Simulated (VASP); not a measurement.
# SbPb in VASP: notebook, part 3 of 3

VASP 6.6.1. Earlier steps stand in the parts before.

## (4) Single point, r2SCAN

This run uses another cell than the first one, of 68.98 Å³/atom, 1.366 times its volume.

The input, POSCAR:

```
SbPb
1.0
    5.4534750000      0.0000000000      0.0000000000
    0.0000000000      3.3901620000      0.0000000000
    0.0000000000      0.0000000000     14.9235561063
Sb Pb
2 2
Direct
    0.5000000000      0.3749203410      0.4450135961
    0.5000000000      0.1247610230      0.6649592118
    0.0000000000      0.0000000000      0.3350407882
    0.0000000000      0.7498406820      0.5549864039
```

The input, INCAR.step1:

```
PREC = Accurate
ENCUT = 520
ISMEAR = 1
SIGMA = 0.05
LREAL = False
LASPH = True
NELM = 100
LDIPOL = True
IDIPOL = 3
DIPOL = 0.5 0.5 0.500
NBANDS = 27
GGA = PE
ALGO = Normal
EDIFF = 1E-4
LWAVE = True
LCHARG = False
```

The input, INCAR.step2:

```
PREC = Accurate
ENCUT = 520
EDIFF = 1E-7
ISMEAR = 1
SIGMA = 0.05
LREAL = False
LASPH = True
NELM = 100
ALGO = Normal
ISIF = 2
LWAVE = False
LCHARG = True
LDIPOL = True
IDIPOL = 3
DIPOL = 0.5 0.5 0.500
METAGGA = R2SCAN
LMIXTAU = True
LELF = True
LVHAR = True
LVACPOTAV = True
NBANDS = 27
ISTART = 1
```

The input, KPOINTS:

```
Automatic mesh
0
Gamma
  3 5 1
```

Potentials or basis: VASP PAW PBE potentials, release 64 (Sb, Pb_d).

Run with:

```console
$ cat potpaw_PBE.64/Sb/POTCAR potpaw_PBE.64/Pb_d/POTCAR > POTCAR
$ cp INCAR.step1 INCAR
$ mpirun -np 1 vasp_std > vasp.out
$ cp INCAR.step2 INCAR
$ mpirun -np 1 vasp_std > vasp.out
```

OUTCAR:

```text
PREC = Accurate
   ENCUT = 520
   EDIFF = 1E-7
   ISMEAR = 1
   LREAL = False
   LASPH = True
   NELM = 100
   ISIF = 2
   METAGGA = R2SCAN
   ISTART = 1

 ion  position               nearest neighbor table
   1  0.500  0.375  0.445-   2 3.39   4 3.43   4 3.43   3 3.43   3 3.43   4 3.82   4 3.82   3 3.82
                             3 3.82
   2  0.500  0.125  0.665-   1 3.39   4 3.43   4 3.43   4 3.82   4 3.82
   3  0.000  0.000  0.335-   4 3.39   1 3.43   1 3.43   1 3.82   1 3.82
   4  0.000  0.750  0.555-   3 3.39   1 3.43   1 3.43   2 3.43   2 3.43   1 3.82   1 3.82   2 3.82
                             2 3.82

  LATTYP: Found a simple orthorhombic cell.
 ALAT       =     3.3901620000
 B/A-ratio  =     1.6086178183
 C/A-ratio  =     4.4020185780

  Lattice vectors:

 A1 = (   0.0000000000,  -3.3901620000,   0.0000000000)
 A2 = (   5.4534750000,   0.0000000000,   0.0000000000)
 A3 = (   0.0000000000,   0.0000000000,  14.9235561063)

Analysis of symmetry for initial positions (statically):
=====================================================================
 Subroutine PRICEL returns:
 Original cell was already a primitive cell.

 Routine SETGRP: Setting up the symmetry group for a
 simple orthorhombic supercell.

 Subroutine GETGRP returns: Found  2 space group operations
 (whereof  2 operations were pure point group operations)
 out of a pool of  8 trial point group operations.

The static configuration has the point symmetry C_1h.

Analysis of symmetry for dynamics (positions and initial velocities):
=====================================================================
 Subroutine PRICEL returns:
 Original cell was already a primitive cell.

 Routine SETGRP: Setting up the symmetry group for a
 simple orthorhombic supercell.

 Subroutine GETGRP returns: Found  2 space group operations
 (whereof  2 operations were pure point group operations)
 out of a pool of  8 trial point group operations.

The dynamic configuration has the point symmetry C_1h.

 Subroutine INISYM returns: Found  2 space group operations
 (whereof  2 operations are pure point group operations),
 and found     1 'primitive' translations

----------------------------------------------------------------------------------------

                                     Primitive cell

  volume of cell :     275.9091

  direct lattice vectors                    reciprocal lattice vectors
     5.453475000  0.000000000  0.000000000     0.183369320  0.000000000  0.000000000
     0.000000000  3.390162000  0.000000000     0.000000000  0.294971155  0.000000000
     0.000000000  0.000000000 14.923556106     0.000000000  0.000000000  0.067008158

  length of vectors
     5.453475000  3.390162000 14.923556106     0.183369320  0.294971155  0.067008158

  position of ions in fractional coordinates (direct lattice)
     0.500000000  0.374920341  0.445013596
     0.500000000  0.124761023  0.664959212
     0.000000000  0.000000000  0.335040788
     0.000000000  0.749840682  0.554986404

  ion indices of the primitive-cell ions
   primitive index   ion index
                 1           1
                 2           2
                 3           3
                 4           4

----------------------------------------------------------------------------------------

[... 27 lines left out ...]
  0.333333  0.000000  0.000000      2.000000
  0.000000  0.200000  0.000000      2.000000
  0.333333  0.200000  0.000000      4.000000
  0.000000  0.400000  0.000000      2.000000
  0.333333  0.400000  0.000000      4.000000
   k-points           NKPTS =      6   k-points in BZ     NKDIM =      6   number of bands    NBANDS=     27
   number of dos      NEDOS =    301   number of ions     NIONS =      4
   total plane-waves  NPLWV = 131712
   dimension x,y,z NGX =    42 NGY =   28 NGZ =  112
   dimension x,y,z NGXF=    84 NGYF=   56 NGZF=  224
   ions per type =               2   2
   NGX,Y,Z   is equivalent  to a cutoff of  12.80, 13.73, 12.48 a.u.
   NGXF,Y,Z  is equivalent  to a cutoff of  25.61, 27.46, 24.95 a.u.
 SYSTEM =  unknown system
   PREC   = accura    normal or accurate (medium, high low for compatibility)
   ISTART =      1    job   : 0-new  1-cont  2-samecut
   ICHARG =      0    charge: 1-file 2-atom 10-const
   ISPIN  =      1    spin polarized calculation?
   LNONCOLLINEAR =      F non collinear calculations
   LSORBIT =      F    spin-orbit coupling
   LASPH  =      T    aspherical Exc in radial PAW
   ENCUT  =  520.0 eV  38.22 Ry    6.18 a.u.  10.14  6.30 27.75*2*pi/ulx,y,z
   NELM   =    100;   NELMIN=  2; NELMDL=  0     # of ELM steps
   EDIFF  = 0.1E-06   stopping-criterion for ELM
   LREAL  =      F    real-space projection
   EDIFFG = 0.1E-05   stopping-criterion for IOM
   NSW    =      0    number of steps for IOM
   IBRION =     -1    ionic relax: 0-MD 1-quasi-New 2-CG
   NFREE  =      0    steps in history (QN), initial steepest desc. (CG)
   ISIF   =      2    stress and relaxation
   ISYM   =      2    0-nonsym 1-usesym 2-fastsym
   POTIM  = 0.5000    time-step for ionic-motion
   TEBEG  =    0.0;   TEEND  =   0.0 temperature during run
   PSTRESS=    0.0 pullay stress
   NELECT =      38.0000    total number of electrons
   NUPDOWN=      -1.0000    fix difference up-down
   EMIN   =  10.00;   EMAX   =-10.00  energy-range for DOS
   EFERMI =   0.00;   METHOD = LEGACY
   ISMEAR =     1;   SIGMA  =   0.05  broadening in eV -4-tet -1-fermi 0-gaus
   EFERMI_NEDOS =   21; number of points for ismear=-14 and -15
   IALGO  =     38    algorithm
   IMIX   =      4    mixing-type and parameters
     AMIX     =   0.40;   BMIX     =  1.00
     AMIX_MAG =   1.60;   BMIX_MAG =  1.00
  volume/ion in A,a.u.               =      68.98       465.48
  Fermi-wavevector in a.u.,A,eV,Ry     =   0.845436  1.597642  9.724924  0.714762
  Thomas-Fermi vector in A             =   1.960624
   LORBIT       =      0    0 simple, 1 ext, 2 COOP (PROOUT), +10 PAW based schemes
   METAGGA = R2SCAN    functional components
   LHFCALC =     F    Hartree Fock is set to
   AEXX    =    0.0000 exact exchange contribution
   IVDW    =     0    specifies the selected vdW correction
   LEPSILON=     F    determine dielectric tensor
   LRPA    =     F    only Hartree local field effects (RPA)
 non-spin polarized calculation
 Methfessel and Paxton  Order N= 1 SIGMA  =   0.05
  energy-cutoff  :      520.00
  volume of cell :      275.91
 maximum number of plane-waves:      7462
 NGX is ok and might be reduce to    42
   NGX = 21   NGY = 13   NGZ = 55

 number of electron      37.9999998 magnetization

 dipolmoment           0.000000      0.000000      0.088333 electrons x Angstroem

 Free energy of the ion-electron system (eV)
  ---------------------------------------------------
  ext. energy  EPLUGINS =         0.00000000
  ---------------------------------------------------
  free energy    TOTEN  =      -162.49156855 eV

  energy without entropy =     -162.48970739  energy(sigma->0) =     -162.49094816

 E-fermi :   0.7904     XC(G=0):  -5.5950

 val. band max:        0.6566575739   @ k =   0.3333   0.0000   0.0000
 cond. band min:       0.7904727960   @ k =   0.0000   0.4000   0.0000
 fundamental gap:      0.1338152221
 Fermi energy:         0.7904426805

 k-point     1 :       0.0000    0.0000    0.0000
  band No.  band energies     occupation
      1     -17.0335      2.00000
      2     -16.9534      2.00000
      3     -16.9211      2.00000
      4     -16.9057      2.00000
      5     -16.7920      2.00000
      6     -16.7825      2.00000
[... 169 lines left out ...]
     26       4.6373      0.00000
     27       6.5204      0.00000

------------------------ aborting loop because EDIFF is reached ----------------------------------------

  FORCE on cell =-STRESS in cart. coord.  units (eV):
  Direction    XX          YY          ZZ          XY          YZ          ZX
  --------------------------------------------------------------------------------------
  -------------------------------------------------------------------------------------
  Total       -3.9027182     -3.0109064     -4.2242883      0.0000000      0.0012657      0.0000000
  in kB      -22.6627014    -17.4840379    -24.5300275      0.0000000      0.0073496      0.0000000
  external PRESSURE =     -21.5589223 kB  Pullay stress =       0.0000000 kB

 VOLUME and BASIS-vectors are now :
 -----------------------------------------------------------------------------
  energy-cutoff  :      520.00
  volume of cell :      275.91
      direct lattice vectors                 reciprocal lattice vectors
     5.453475000  0.000000000  0.000000000     0.183369320  0.000000000  0.000000000
     0.000000000  3.390162000  0.000000000     0.000000000  0.294971155  0.000000000
     0.000000000  0.000000000 14.923556106     0.000000000  0.000000000  0.067008158

 POSITION                                       TOTAL-FORCE (eV/Angst)
 -----------------------------------------------------------------------------------
      2.72674      1.27104      6.64119         0.000000     -0.591096      0.350649
      2.72674      0.42296      9.92356         0.000000      0.020605     -1.225032
      0.00000      0.00000      5.00000         0.000000      0.305421      0.490586
      0.00000      2.54208      8.28237         0.000000      0.265070      0.383796
 -----------------------------------------------------------------------------------
    total drift:                               -0.000000      0.000133     -0.001051

  FREE ENERGIE OF THE ION-ELECTRON SYSTEM (eV)
  ---------------------------------------------------
  free  energy   TOTEN  =      -162.4915685483 eV

  energy  without entropy=     -162.4897073938  energy(sigma->0) =     -162.49094816

 vacuum level on the upper side and lower side of the slab         5.264         4.399
```

It took 4.3 min on 1 thread of Intel Xeon Platinum 8259CL at 2.50GHz (Skylake/Cascade Lake), shared host; peak memory 0.38 GiB.

Results:

```
Free energy            : -162.4916 eV
Largest force          : 1.225 eV/Å
Band gap on the k mesh : zero (band 19 reaches 1.48 eV, above the bottom of band 20 at 0.25 eV)
```

Forces in eV/Å, atoms in the order of the input:
```
Sb   0.000 -0.591  0.351
Sb   0.000  0.021 -1.225
Pb   0.000  0.305  0.491
Pb   0.000  0.265  0.384
```

Levels at points of the mesh, in eV from the Fermi level:
| k point | band 15 | band 16 | band 17 | band 18 | band 19 | band 20 | band 21 | band 22 |
| --- | --- | --- | --- | --- | --- | --- | --- | --- |
| (0.00, 0.00, 0.00) | -3.75 | -2.31 | -1.80 | -1.38 | 0.36 | 1.23 | 1.96 | 3.07 |

Caveat: the k points lie up to 0.38 Å⁻¹ apart; the PAW data sets were made with another functional, which shifts forces and pressure a little; spin-orbit coupling is left out, which moves the levels of the heavy elements.

## (5) Overview

| cell | gap on the mesh (eV) | largest force (eV/Å) |
| --- | --- | --- |
| a = 5.453, b = 3.390, c = 10.924 Å, 4 atoms | none | 1.23 |
| a = 5.453, b = 3.390, c = 12.924 Å, 4 atoms | none | 1.23 |
| a = 5.453, b = 3.390, c = 14.924 Å, 4 atoms | none | 1.23 |

Alike in all rows: task single point; level r2SCAN; potentials or basis VASP PAW PBE potentials, release 64 (Sb, Pb_d); no spin polarisation; k mesh 3 × 5 × 1; cutoff (eV) 520; smearing methfessel-paxton 0.05 eV.

Caveats: all runs use coarse meshes; the PAW data sets were made with another functional, which shifts forces and pressure a little; spin-orbit coupling is left out, which moves the levels of the heavy elements.

Total energies depend on the potentials used, so only differences within one code and one set of settings carry meaning.
